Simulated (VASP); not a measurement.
Write the native input for VASP 6.6.1 that does the following.

- Task: single point
- Functional: LDA
- Potentials or basis: VASP PAW LDA potentials, release 64 (Au, In_d)
- Cutoff: 520 eV
- k mesh: 10 × 10 × 3
- Occupations: fermi-dirac, width 0.05 eV
- Spin: no spin polarisation
- Dipole correction: no
- Further INCAR settings: ALGO = Normal; EDIFF = 1e-06; NBANDS = 31

The structure of InAu3 lies in POSCAR:

```
InAu3
1.0
    3.1605898000      0.0000000000      0.0000000000
   -1.5802949000      2.7371510577      0.0000000000
    0.0000000000      0.0000000000      9.0575750000
Au In
3 1
Direct
    0.3333333333      0.6666666667      0.7516050000
    0.3333333333      0.6666666667      0.2483950000
    0.6666666667      0.3333333333      0.5000000000
    0.6666666667      0.3333333333      0.0000000000
```

These files were run (other wordings do the same):

INCAR

```
  PREC = Accurate
  ENCUT = 520
  EDIFF = 1E-6
  ISMEAR = -1
  SIGMA = 0.05
  LREAL = False
  LASPH = True
  NELM = 60
  ALGO = Normal
  ISIF = 2
  LWAVE = False
  LCHARG = False
  NBANDS = 31
```

KPOINTS

```
regular mesh
0
Gamma
  10 10 3
```

Potentials or basis: VASP PAW LDA potentials, release 64 (Au, In_d).

Command:

```sh
$ cat potpaw_LDA.64/Au/POTCAR potpaw_LDA.64/In_d/POTCAR > POTCAR
$ mpirun -np 1 vasp_std > vasp.out
```

Results of the run:

```
Pressure               : -10.5 GPa
Largest force          : 0.218 eV/Å
Band gap on the k mesh : zero (band 23 reaches 9.13 eV, above the bottom of band 24 at 6.00 eV)
```

Caveat: spin-orbit coupling is left out, which moves the levels of the heavy elements.

It took 36 s on 1 thread of AMD EPYC 9R45 96-Core Processor (Zen 5), on a shared host, peak memory 0.17 GiB.
